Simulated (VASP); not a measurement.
Crystal: SnSe2.

```xyz
3
Lattice="3.9099 0.0000 0.0000 -1.9549 3.3860 0.0000 0.0000 0.0000 7.2636" Properties=species:S:1:pos:R:3 pbc="T T T"
Sn    0.0000    0.0000    0.0000
Se    0.0000    2.2574    1.6101
Se    1.9549    1.1287    5.6535
```

This cell differs from its parent crystal: volume scaled by 1.06.

| Item | Value |
| --- | --- |
| Program | VASP 6.6.1 |
| Task | relaxation of shape and atoms at fixed volume |
| Functional | PBE |
| Potentials or basis | VASP PAW PBE potentials, release 64 (Sn_d, Se) |
| Cutoff | 600 eV |
| k mesh | 12 × 12 × 4 |
| Occupations | gaussian, width 0.02 eV |
| Spin | no spin polarisation |

At the start: pressure -1.4 GPa; volume 32.05 Å³/atom.

Question: How do energy, volume and symmetry change on relaxing?

Answer: Over 7 steps the energy falls by 3.6 meV/atom; space group P-3m1 (No. 164, to 0.05 Å).

Step by step:
```csv
step,energy change (eV),largest force (eV/Å),pressure (GPa),volume (Å³)
1,0.0000,0.2216,-1.36,96.16
2,-0.0040,0.1393,-1.08,96.16
3,-0.0070,0.0084,-0.57,96.16
4,-0.0097,0.0027,-0.36,96.16
5,-0.0108,0.0157,-0.14,96.16
6,-0.0108,0.0165,-0.13,96.16
7,-0.0108,0.0011,-0.08,96.16
```

Final structure:
```
Sn Se
1.0
     3.87328    0.00000    0.00000
    -1.93664    3.35436    0.00000
     0.00000    0.00000    7.40151
Sn Se
1 2
Direct
  0.00000 0.00000 0.00000
  0.33333 0.66667 0.21562
  0.66667 0.33333 0.78438
```

Caveat: the cell differs from its parent crystal (volume scaled by 1.06); this functional lacks dispersion, which binds the layers, so the pressure and a relaxed spacing across them are unreliable.
